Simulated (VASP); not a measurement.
# ZrAl3B3N (P4/mmm) in VASP: further runs, part 2 of 2

VASP 6.6.1. Earlier steps stand in the parts before.

### 3 Single point, PBE

This run uses another cell than the first one, of 11.89 Å³/atom.

INCAR

```
PREC     = Accurate       # precision mode
ENCUT    = 520            # plane-wave cutoff, eV
EDIFF    = 1E-6           # SCF threshold, eV
ISMEAR   = 0              # smearing method
SIGMA    = 0.15           # smearing width, eV
LREAL    = False          # projectors in reciprocal space
LASPH    = True           # aspherical terms in the spheres
NELM     = 100            # most SCF steps
ALGO     = Normal         # electronic algorithm
ISIF     = 2              # what is computed and relaxed
LWAVE    = False          # write WAVECAR
LCHARG   = False          # write CHGCAR
GGA      = PE             # functional
NBANDS   = 28             # bands
```

KPOINTS

```
Automatic mesh
0
Gamma
  4 4 2
```

POSCAR

```
ZrAl3B3N
1.0
    3.1857313478      0.0000000000      0.0000000000
    0.0000000000      3.1857313478      0.0000000000
    0.0000000000      0.0000000000      9.3757769284
Zr Al B N
1 3 3 1
Direct
    0.0000000000      0.0000000000      0.0000000000
    0.5000000000      0.5000000000      0.2479334806
    0.0000000000      0.0000000000      0.5000000000
    0.5000000000      0.5000000000      0.7520665194
    0.0000000000      0.0000000000      0.2577152102
    0.5000000000      0.5000000000      0.5000000000
    0.0000000000      0.0000000000      0.7422847898
    0.5000000000      0.5000000000      0.0000000000
```

Potentials or basis: VASP PAW PBE potentials, release 64 (Zr_sv, Al, B, N).

On the command line:

```sh
$ cat potpaw_PBE.64/Zr_sv/POTCAR potpaw_PBE.64/Al/POTCAR potpaw_PBE.64/B/POTCAR potpaw_PBE.64/N/POTCAR > POTCAR
$ mpirun -np 1 vasp_std > vasp.out
```

OUTCAR:

```text
PREC = Accurate
   ENCUT = 520
   EDIFF = 1E-6
   ISMEAR = 0
   LREAL = False
   LASPH = True
   NELM = 100
   ISIF = 2
   GGA = PE

 ion  position               nearest neighbor table
   1  0.000  0.000  0.000-   8 2.25   8 2.25   8 2.25   8 2.25   5 2.42   7 2.42   4 3.24   4 3.24
                             2 3.24   4 3.24   2 3.24   2 3.24   4 3.24   2 3.24
   2  0.500  0.500  0.248-   5 2.25   5 2.25   5 2.25   5 2.25   8 2.32   6 2.36   1 3.24   1 3.24
                             1 3.24   1 3.24   3 3.26   3 3.26   3 3.26   3 3.26
   3  0.000  0.000  0.500-   6 2.25   6 2.25   6 2.25   6 2.25   7 2.27   5 2.27   4 3.26   4 3.26
                             2 3.26   4 3.26   2 3.26   2 3.26   4 3.26   2 3.26
   4  0.500  0.500  0.752-   7 2.25   7 2.25   7 2.25   7 2.25   8 2.32   6 2.36   1 3.24   1 3.24
                             1 3.24   1 3.24   3 3.26   3 3.26   3 3.26   3 3.26
   5  0.000  0.000  0.258-   2 2.25   2 2.25   2 2.25   2 2.25   3 2.27   1 2.42
   6  0.500  0.500  0.500-   3 2.25   3 2.25   3 2.25   3 2.25   4 2.36   2 2.36
   7  0.000  0.000  0.742-   4 2.25   4 2.25   4 2.25   4 2.25   3 2.27   1 2.42
   8  0.500  0.500  0.000-   1 2.25   1 2.25   1 2.25   1 2.25   4 2.32   2 2.32
[... 193 lines left out ...]
  band No.  band energies     occupation
      1     -41.2405      2.00000
      2     -19.3286      2.00000
      3     -19.0770      2.00000
      4     -19.0770      2.00000
      5      -7.2871      2.00000
      6      -3.4628      2.00000
[... 361 lines left out ...]
     27      13.1927      0.00000
     28      13.4452      0.00000

------------------------ aborting loop because EDIFF is reached ----------------------------------------

  FORCE on cell =-STRESS in cart. coord.  units (eV):
  Direction    XX          YY          ZZ          XY          YZ          ZX
  --------------------------------------------------------------------------------------
  -------------------------------------------------------------------------------------
  Total       -0.1005120     -0.1005120      0.0284865      0.0000000     -0.0000000      0.0000000
  in kB       -1.6923995     -1.6923995      0.4796492      0.0000000     -0.0000000      0.0000000
  external PRESSURE =      -0.9683832 kB  Pullay stress =       0.0000000 kB

 VOLUME and BASIS-vectors are now :
 -----------------------------------------------------------------------------
  energy-cutoff  :      520.00
  volume of cell :       95.15
      direct lattice vectors                 reciprocal lattice vectors
     3.185731348  0.000000000  0.000000000     0.313899664  0.000000000  0.000000000
     0.000000000  3.185731348  0.000000000     0.000000000  0.313899664  0.000000000
     0.000000000  0.000000000  9.375776928     0.000000000  0.000000000  0.106657828

 POSITION                                       TOTAL-FORCE (eV/Angst)
 -----------------------------------------------------------------------------------
      0.00000      0.00000      0.00000        -0.000000      0.000000      0.000000
      1.59287      1.59287      2.32457         0.000000     -0.000000     -0.010759
      0.00000      0.00000      4.68789        -0.000000      0.000000      0.000000
      1.59287      1.59287      7.05121        -0.000000      0.000000      0.010759
      0.00000      0.00000      2.41628        -0.000000      0.000000      0.004127
      1.59287      1.59287      4.68789        -0.000000      0.000000      0.000000
      0.00000      0.00000      6.95950        -0.000000      0.000000     -0.004127
      1.59287      1.59287      0.00000        -0.000000      0.000000      0.000000
 -----------------------------------------------------------------------------------
    total drift:                                0.000000     -0.000000     -0.000000

  FREE ENERGIE OF THE ION-ELECTRON SYSTEM (eV)
  ---------------------------------------------------
  free  energy   TOTEN  =       -47.9390956467 eV

  energy  without entropy=      -47.9148623161  energy(sigma->0) =      -47.92697898
```

OSZICAR:

```text
N       E                     dE             d eps       ncg     rms          rms(c)
DAV:   1     0.154319314477E+03    0.15432E+03   -0.16079E+04   672   0.113E+03
DAV:   2    -0.411090084447E+02   -0.19543E+03   -0.18590E+03   828   0.248E+02
DAV:   3    -0.528661434127E+02   -0.11757E+02   -0.11556E+02  1040   0.548E+01
DAV:   4    -0.532482142405E+02   -0.38207E+00   -0.38091E+00   956   0.793E+00
DAV:   5    -0.532525274660E+02   -0.43132E-02   -0.43129E-02   920   0.938E-01    0.210E+01
DAV:   6    -0.481374359768E+02    0.51151E+01   -0.19167E+01   800   0.216E+01    0.878E+00
DAV:   7    -0.479589032975E+02    0.17853E+00   -0.22556E+00   904   0.730E+00    0.544E+00
DAV:   8    -0.479424595135E+02    0.16444E-01   -0.35819E-01   792   0.298E+00    0.800E-01
DAV:   9    -0.479393537912E+02    0.31057E-02   -0.48289E-02   960   0.114E+00    0.558E-01
DAV:  10    -0.479390316236E+02    0.32217E-03   -0.51926E-03   848   0.436E-01    0.231E-01
DAV:  11    -0.479391320010E+02   -0.10038E-03   -0.15595E-03   828   0.241E-01    0.821E-02
DAV:  12    -0.479390951728E+02    0.36828E-04   -0.16745E-04   856   0.688E-02    0.199E-02
DAV:  13    -0.479390963470E+02   -0.11741E-05   -0.17216E-05   836   0.261E-02    0.862E-03
DAV:  14    -0.479390956467E+02    0.70027E-06   -0.13848E-06   576   0.743E-03
   1 F= -.47939096E+02 E0= -.47926979E+02  d E =-.242333E-01
```

It took 47 s on 1 thread of Intel Xeon 8259CL, shared host; peak memory 0.2 GiB.

What came out:

```yaml
Free_energy: -47.9391 eV
Pressure: -0.1 GPa
Largest_force: 0.011 eV/Å
Band_gap_on_the_k_mesh: zero (an odd number of electrons rules out a gap without spin polarisation)
```

Forces on the atoms (eV/Å):
```
Zr   0.000  0.000  0.000
Al   0.000  0.000 -0.011
Al   0.000  0.000  0.000
Al   0.000  0.000  0.011
B    0.000  0.000  0.004
B    0.000  0.000  0.000
B    0.000  0.000 -0.004
N    0.000  0.000  0.000
```

Caveat: the k points lie up to 0.49 Å⁻¹ apart, too coarse for converged energies and pressures of a metal.

### 4 Single point, PBE

INCAR

```
ALGO     = Normal         # electronic algorithm
EDIFF    = 1E-7           # SCF threshold, eV
ENCUT    = 520            # plane-wave cutoff, eV
GGA      = PE             # functional
ISIF     = 2              # what is computed and relaxed
ISMEAR   = 0              # smearing method
LASPH    = T              # aspherical terms in the spheres
LCHARG   = T              # write CHGCAR
LELF     = T              # ELF
LREAL    = F              # projectors in reciprocal space
LVHAR    = T            
LWAVE    = F              # write WAVECAR
NBANDS   = 28             # bands
NELM     = 80             # most SCF steps
PREC     = Accurate       # precision mode
SIGMA    = 0.15           # smearing width, eV
```

KPOINTS

```
k-points
0
Gamma
  4 4 2
```

POSCAR

```
ZrAl3B3N
1.0
    3.1818901386      0.0000000000      0.0000000000
    0.0000000000      3.1818901386      0.0000000000
    0.0000000000      0.0000000000      9.3923086032
Zr Al B N
1 3 3 1
Direct
    0.0000000000      0.0000000000      0.5000000000
    0.5000000000      0.5000000000      0.7483312274
    0.0000000000      0.0000000000      0.0000000000
    0.5000000000      0.5000000000      0.2516687726
    0.0000000000      0.0000000000      0.7573356201
    0.5000000000      0.5000000000      0.0000000000
    0.0000000000      0.0000000000      0.2426643799
    0.5000000000      0.5000000000      0.5000000000
```

On the command line:

```sh
$ cat potpaw_PBE.64/Zr_sv/POTCAR potpaw_PBE.64/Al/POTCAR potpaw_PBE.64/B/POTCAR potpaw_PBE.64/N/POTCAR > POTCAR
$ mpirun -np 1 vasp_std > vasp.out
```

Run time: 58 s. Hardware: 1 thread of Intel Xeon 8259CL, shared host; peak memory 0.2 GiB.

It converged, with:

```
Free energy            : -47.9390 eV
Pressure               : 0.1 GPa
Largest force          : 0.030 eV/Å
Band gap on the k mesh : zero (an odd number of electrons rules out a gap without spin polarisation)
```

Forces on the atoms (eV/Å):
```
Zr   0.000  0.000  0.000
Al   0.000  0.000 -0.008
Al   0.000  0.000  0.000
Al   0.000  0.000  0.008
B    0.000  0.000  0.030
B    0.000  0.000  0.000
B    0.000  0.000 -0.030
N    0.000  0.000  0.000
```

Stress tensor (GPa, compression positive):
```
0.16 0.00 0.00
0.00 0.16 0.00
0.00 0.00 0.07
```

Levels at points of the mesh, in eV from the Fermi level:
| k point | band 14 | band 15 | band 16 | band 17 | band 18 | band 19 | band 20 | band 21 | band 22 | band 23 |
| --- | --- | --- | --- | --- | --- | --- | --- | --- | --- | --- |
| (0.00, 0.00, 0.00) | -1.65 | -0.16 | -0.16 | -0.10 | -0.10 | 2.14 | 2.14 | 2.57 | 3.06 | 3.07 |
| (0.50, 0.00, 0.00) | -4.19 | -1.31 | -0.04 | 0.41 | 1.03 | 1.84 | 1.91 | 3.45 | 3.86 | 4.07 |
| (0.50, 0.50, 0.00) | -3.30 | -3.30 | -2.31 | -1.61 | -1.54 | -1.54 | 0.39 | 0.39 | 0.45 | 1.10 |
| (0.00, 0.00, 0.50) | -0.54 | -0.54 | 0.60 | 0.81 | 0.81 | 1.20 | 1.20 | 1.66 | 3.07 | 3.62 |
| (0.50, 0.00, 0.50) | -2.44 | -2.30 | -0.65 | 0.99 | 1.10 | 1.91 | 1.94 | 3.10 | 3.85 | 3.94 |
| (0.50, 0.50, 0.50) | -2.83 | -2.83 | -2.45 | -2.45 | -2.05 | -1.19 | -0.98 | 1.22 | 1.22 | 2.63 |

Caveat: the k points lie up to 0.49 Å⁻¹ apart, too coarse for converged energies and pressures of a metal.

### 5 Single point, PBE

This run uses another cell than the first one, of 12.07 Å³/atom.

INCAR

```
PREC = Accurate
ENCUT = 520
EDIFF = 1E-6
ISMEAR = 0
SIGMA = 0.15
LREAL = False
LASPH = True
NELM = 80
ALGO = Normal
ISIF = 2
LWAVE = False
LCHARG = False
GGA = PE
NBANDS = 28
```

KPOINTS

```
Automatic mesh
0
Gamma
  4 4 2
```

POSCAR

```
ZrAl3B3N
1.0
    3.2109878956      0.0000000000      0.0000000000
    0.0000000000      3.2109878956      0.0000000000
    0.0000000000      0.0000000000      9.3620897870
Zr Al B N
1 3 3 1
Direct
    0.0000000000      0.0000000000      0.5000000000
    0.0000000000      0.0000000000      0.7785980832
    0.5000000000      0.5000000000      0.0000000000
    0.0000000000      0.0000000000      0.2214019168
    0.5000000000      0.5000000000      0.6607443862
    0.0000000000      0.0000000000      0.0000000000
    0.5000000000      0.5000000000      0.3392556138
    0.5000000000      0.5000000000      0.5000000000
```

On the command line:

```sh
$ cat potpaw_PBE.64/Zr_sv/POTCAR potpaw_PBE.64/Al/POTCAR potpaw_PBE.64/B/POTCAR potpaw_PBE.64/N/POTCAR > POTCAR
$ mpirun -np 1 vasp_std > vasp.out
```

Run time: 57 s. Hardware: 1 thread of Intel Xeon 8259CL, shared host; peak memory 0.2 GiB.

It converged, with:

- Free energy: -47.7787 eV
- Pressure: 0.2 GPa
- Largest force: 0.044 eV/Å
- Band gap on the k mesh: zero (an odd number of electrons rules out a gap without spin polarisation)

Forces in eV/Å, atoms in the order of the input:
```
Zr   0.000  0.000  0.000
Al   0.000  0.000  0.031
Al   0.000  0.000  0.000
Al   0.000  0.000 -0.031
B    0.000  0.000  0.044
B    0.000  0.000  0.000
B    0.000  0.000 -0.044
N    0.000  0.000  0.000
```

Stress tensor (GPa, compression positive):
```
0.14 0.00 0.00
0.00 0.14 0.00
0.00 0.00 0.41
```

Levels at points of the mesh, in eV from the Fermi level:
```
           k point  band 15  band 16  band 17  band 18  band 19  band 20
(0.00, 0.00, 0.00)    -1.21    -0.65    -0.56    -0.56     2.36     2.39
(0.50, 0.00, 0.00)    -3.07    -0.04     0.80     1.49     1.62     2.03
(0.50, 0.50, 0.00)    -3.47    -3.15    -2.62    -1.29    -1.29    -0.91
(0.00, 0.00, 0.50)    -1.32    -0.33    -0.33     0.49     2.02     2.02
(0.50, 0.00, 0.50)    -3.21    -0.24     0.78     1.47     1.51     1.65
(0.50, 0.50, 0.50)    -3.78    -3.76    -2.13    -2.13    -1.62    -0.47
```

Caveat: the k points lie up to 0.49 Å⁻¹ apart, too coarse for converged energies and pressures of a metal.

### 6 Summary

| cell | gap on the mesh (eV) | pressure (GPa) | largest force (eV/Å) |
| --- | --- | --- | --- |
| a = 3.193, b = 3.193, c = 9.315 Å, 8 atoms, atomic positions A | none | -0.1 | 0.03 |
| a = 3.186, b = 3.186, c = 9.376 Å, 8 atoms, atomic positions B | none | -0.1 | 0.01 |
| a = 3.182, b = 3.182, c = 9.392 Å, 8 atoms, atomic positions B | none | 0.1 | 0.03 |
| a = 3.211, b = 3.211, c = 9.362 Å, 8 atoms, atomic positions C | none | 0.2 | 0.04 |

Alike in all rows: task single point; level PBE; potentials or basis VASP PAW PBE potentials, release 64 (Zr_sv, Al, B, N); no spin polarisation; k mesh 4 × 4 × 2; cutoff (eV) 520; smearing gaussian 0.15 eV.

Caveats: all runs use coarse meshes.

Absolute energies hang on the potentials; compare differences alone.
